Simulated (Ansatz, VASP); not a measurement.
**Two plane-wave programs on Ca**

INCAR

```
SYSTEM = Ca
PREC = Accurate
ENCUT = 520
EDIFF = 1E-6
ISMEAR = -1
SIGMA = 0.1
LREAL = .FALSE.
LASPH = .TRUE.
NELM = 60
ALGO = Normal
ISIF = 2
LWAVE = .FALSE.
LCHARG = .TRUE.
GGA = PE
LELF = .TRUE.
LVHAR = .TRUE.
NBANDS = 28
```

The input KPOINTS:

```
regular mesh
0
G
  11 11 3
  0 0 0
```

POSCAR

```
Ca
1.0
    4.0070047683      0.0000000000      0.0000000000
   -2.0035023842      3.4701679225      0.0000000000
    0.0000000000      0.0000000000     13.1429632253
Ca
4
Direct
    0.0000000000      0.0000000000      0.0000000000
    0.0000000000      0.0000000000      0.5000000000
    0.3333333333      0.6666666667      0.2500000000
    0.6666666667      0.3333333333      0.7500000000
```

Input for Ansatz:

```yaml
crystal:
  lattice:
    - [4.0070047683, 0.0, 0.0]
    - [-2.0035023842, 3.4701679225, 0.0]
    - [0.0, 0.0, 13.1429632253]
  atoms:
    - { symbol: Ca, position: [0.0, 0.0, 0.0] }
    - { symbol: Ca, position: [0.0, 0.0, 0.5] }
    - { symbol: Ca, position: [0.3333333333, 0.6666666667, 0.25] }
    - { symbol: Ca, position: [0.6666666667, 0.3333333333, 0.75] }
hamiltonian:
  xc: pbe
  pseudopotentials:
    kind: paw
    azcp:
      Ca: "pseudopotentials/Ca.paw.azcp"
basis:
  ecutwfc: 420
  fft_grid_basis: typed
kpoints:
  mp_grid: { grid: [11, 11, 3], shift: [0, 0, 0] }
magnetization:
  spin_polarized: false
scf:
  occupations: { method: fermi_dirac, width: 0.1 }
  lower_state_search: "off"
output:
  stress: true
  write_density: true
  write_potential: true
  elf: true
  volumetric_format: npy
```

Alike in both runs: task single point; functional PBE; k mesh 11 × 11 × 3; occupations fermi-dirac, width 0.1 eV; no spin polarisation.

|  | VASP | Ansatz |
| --- | --- | --- |
| version | VASP 6.6.1 | Ansatz 0.2.0 |
| potentials or method | VASP PAW PBE potentials, release 64 (Ca_sv), cutoff 520 eV | plane waves (420 eV) with PAW, scalar-relativistic |
| valence electrons in the cell | 40 | 40 |

```tsv
	VASP	Ansatz	Ansatz less VASP
pressure (GPa)	-1.2	-1.2	-0.01
```
